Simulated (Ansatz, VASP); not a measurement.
**Al4P in VASP and in Ansatz**

Contents of INCAR:

```
SYSTEM = Al4P
  PREC = Accurate
  ENCUT = 520
  EDIFF = 1E-7
  ISMEAR = 0
  SIGMA = 0.1
  LREAL = .FALSE.
  LASPH = .TRUE.
  NELM = 80
  ALGO = Normal
  ISIF = 2
  LWAVE = .FALSE.
  LCHARG = .TRUE.
  GGA = PE
  LELF = .TRUE.
  LVHAR = .TRUE.
  NBANDS = 16
```

Contents of KPOINTS:

```
regular mesh
0
G
  4 4 4
  0 0 0
```

Contents of POSCAR:

```
Al4P
1.0
   -2.7104683300      2.7104683300      3.0444492600
    2.7104683300     -2.7104683300      3.0444492600
    2.7104683300      2.7104683300     -3.0444492600
Al P
4 1
Direct
    0.2674547900      0.2674547900      0.5349095900
    0.7325452100      0.7325452100      0.4650904100
    0.2674547900      0.7325452100      0.0000000000
    0.7325452100      0.2674547900      0.0000000000
    0.0000000000      0.0000000000      0.0000000000
```

Input for Ansatz:

```yaml
crystal:
  lattice:
    - [-2.71046833, 2.71046833, 3.04444926]
    - [2.71046833, -2.71046833, 3.04444926]
    - [2.71046833, 2.71046833, -3.04444926]
  atoms:
    - { symbol: Al, position: [0.26745479, 0.26745479, 0.53490959] }
    - { symbol: Al, position: [0.73254521, 0.73254521, 0.46509041] }
    - { symbol: Al, position: [0.26745479, 0.73254521, 0.0] }
    - { symbol: Al, position: [0.73254521, 0.26745479, 0.0] }
    - { symbol: P, position: [0.0, 0.0, 0.0] }
basis:
  ecutwfc: 420
kpoints:
  mp_grid: { grid: [4, 4, 4] }
hamiltonian:
  xc: pbe
scf:
  occupations: { method: gaussian, width: 0.1 }
  lower_state_search: "off"
output:
  forces: true
  stress: true
  eigenvalues: true
```

Alike in both runs: task single point; functional PBE; k mesh 4 × 4 × 4; occupations gaussian, width 0.1 eV; no spin polarisation.

|  | VASP | Ansatz |
| --- | --- | --- |
| version | VASP 6.6.1 | Ansatz 0.2.0 |
| potentials or method | VASP PAW PBE potentials, release 64 (Al, P), cutoff 520 eV | scalar-relativistic, plane waves, PAW |
| valence electrons in the cell | 17 | 17 |

|  | VASP | Ansatz | Ansatz less VASP |
| --- | --- | --- | --- |
| gap on the k mesh at the Fermi level (eV) | none | none | - |
| pressure (GPa) | 24.5 | 24.7 | +0.15 |
| traceless stress, the component that is largest in VASP (GPa) | -25.25 | -25.41 | -0.160 |
| rms of the force components (eV/Å) | 1.841 | 1.857 | +0.0159 |

Atom by atom the forces differ by 0.016 eV/Å (rms over components). A gap of «none» marks a metal or a gap that the smearing closes. The functional is the same, so the differences come from potentials, cutoffs and numerics.

The k mesh is coarse, so the values compare programs but aren't converged.
